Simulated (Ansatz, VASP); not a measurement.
**Be: VASP beside Ansatz**

File INCAR:

```
  PREC = Accurate
  ENCUT = 520
  EDIFF = 1E-8
  ISMEAR = -1
  SIGMA = 0.05
  LREAL = F
  LASPH = T
  NELM = 80
  ALGO = Normal
  ISIF = 2
  LWAVE = F
  LCHARG = F
  GGA = PE
  LEFG = T
  NBANDS = 12
```

Contents of KPOINTS:

```
regular mesh
0
Gamma
  9 9 14
```

File POSCAR:

```
Be
1.0
    3.7216668396      0.0000000000      0.0000000000
    0.0000000000      3.7216668396      0.0000000000
    0.0000000000      0.0000000000      2.2659689346
Be
4
Direct
    0.2974080000      0.2974080000      0.0000000000
    0.7025920000      0.7025920000      0.0000000000
    0.2025920000      0.7974080000      0.5000000000
    0.7974080000      0.2025920000      0.5000000000
```

Input for Ansatz:

```yaml
crystal:
  lattice:
    - [3.7216668396, 0.0, 0.0]
    - [0.0, 3.7216668396, 0.0]
    - [0.0, 0.0, 2.2659689346]
  atoms:
    - { symbol: Be, position: [0.297408, 0.297408, 0.0] }
    - { symbol: Be, position: [0.702592, 0.702592, 0.0] }
    - { symbol: Be, position: [0.202592, 0.797408, 0.5] }
    - { symbol: Be, position: [0.797408, 0.202592, 0.5] }
kpoints:
  mp_grid: { grid: [9, 9, 14] }
scf:
  occupations: { method: fermi_dirac, width: 0.05 }
hamiltonian:
  xc: pbe
  pseudopotentials: { kind: paw }
output:
  forces: true
  stress: true
  eigenvalues: true
  efg: { contact_densities: true }
  write_density: true
  write_potential: true
  elf: true
  volumetric_format: npy
```

Change from the starting cell: volume scaled by 0.98, PAW files.

Alike in both runs: task electric field gradients; functional PBE; k mesh 9 × 9 × 14; occupations fermi-dirac, width 0.05 eV; no spin polarisation.

|  | VASP | Ansatz |
| --- | --- | --- |
| version | VASP 6.6.1 | Ansatz 0.2.0 |
| potentials or method | VASP PAW PBE potentials, release 64 (Be) | PAW with Ansatz's default frozen-core files, scalar-relativistic |
| plane-wave cutoff (eV) | 520 | 420 |
| valence electrons in the cell | 8 | 8 |

Ansatz gave:

- pressure (GPa): 2.5
- traceless stress, the component that is largest in VASP (GPa): -0.73
- rms of the force components (eV/Å): 0.003
- size of Vzz on the site where it differs most (V/Å²): 1.4

Q: Estimate VASP's values.

A: Pressure (GPa): 2.6; traceless stress, the component that is largest in VASP (GPa): -0.73; rms of the force components (eV/Å): 0.005; size of Vzz on the site where it differs most (V/Å²): 1.8.

Atom by atom the forces differ by 0.001 eV/Å (rms over components).
